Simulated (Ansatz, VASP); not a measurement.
**Yb: VASP beside Ansatz**

```
CELL_PARAMETERS angstrom
3.77963 0.00000 0.00000
-1.88982 3.27326 0.00000
0.00000 0.00000 6.20359
ATOMIC_POSITIONS crystal
Yb 0.33333 0.66667 0.25000
Yb 0.66667 0.33333 0.75000
```

Alike in both runs: task single point; functional PBE; k mesh 16 × 16 × 9; occupations fermi-dirac, width 0.1 eV; no spin polarisation.

```csv
,VASP,Ansatz
version,VASP 6.6.1,Ansatz 0.2.0
potentials or method,"VASP PAW PBE potentials, release 64 (Yb), cutoff 520 eV","plane waves (420 eV) with PAW, scalar-relativistic"
valence electrons in the cell,48,48
```

Ansatz gave:

```
pressure (GPa) : -1.2
```

Q: Estimate VASP's values.

A: Pressure (GPa): -1.4.

With one functional, cell and mesh, what is left measures potentials, basis and numerics.

Neither program's run includes spin-orbit coupling.
